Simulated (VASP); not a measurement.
A run of VASP 6.6.1 is set up as follows.

POSCAR

```
NaSnCl3
1.0
    5.4721670492      0.0000000000      0.0000000000
    0.0000000000      5.4721670492      0.0000000000
    0.0000000000      0.0000000000      5.4721670492
Na Sn Cl
1 1 3
Direct
    0.0000000000      0.0000000000      0.0000000000
    0.5000000000      0.5000000000      0.5000000000
    0.5000000000      0.5000000000      0.0000000000
    0.5000000000      0.0000000000      0.5000000000
    0.0000000000      0.5000000000      0.5000000000
```

INCAR.step1

```
SYSTEM = NaSnCl3
PREC = Accurate
ENCUT = 520
ISMEAR = 0
SIGMA = 0.01
LREAL = .FALSE.
LASPH = .TRUE.
NELM = 80
NBANDS = 29
GGA = PE
ALGO = Normal
EDIFF = 1E-4
LWAVE = .TRUE.
LCHARG = .FALSE.
```

INCAR.step2

```
SYSTEM = NaSnCl3
PREC = Accurate
ENCUT = 520
EDIFF = 1E-6
ISMEAR = 0
SIGMA = 0.01
LREAL = .FALSE.
LASPH = .TRUE.
NELM = 80
ALGO = Normal
ISIF = 2
LWAVE = .FALSE.
LCHARG = .FALSE.
METAGGA = R2SCAN
LMIXTAU = .TRUE.
NBANDS = 29
ISTART = 1
```

The input KPOINTS:

```
regular mesh
0
G
  4 4 4
  0 0 0
```

Potentials or basis: VASP PAW PBE potentials, release 64 (Na_pv, Sn_d, Cl).

Run with:

```console
$ cat potpaw_PBE.64/Na_pv/POTCAR potpaw_PBE.64/Sn_d/POTCAR potpaw_PBE.64/Cl/POTCAR > POTCAR
$ cp INCAR.step1 INCAR
$ mpirun -np 1 vasp_std > vasp.out
$ cp INCAR.step2 INCAR
$ mpirun -np 1 vasp_std > vasp.out
```

Estimate the pressure.

0.8 GPa.

Estimate the band gap on the k mesh.

0.74 eV (least direct gap 0.77 eV).

Caveat: semilocal functionals underestimate gaps, and a narrow one can read as zero; the PAW data sets were made with another functional, which shifts forces and pressure a little; spin-orbit coupling is left out, which moves the levels of the heavy elements. A k mesh can miss the band edges.
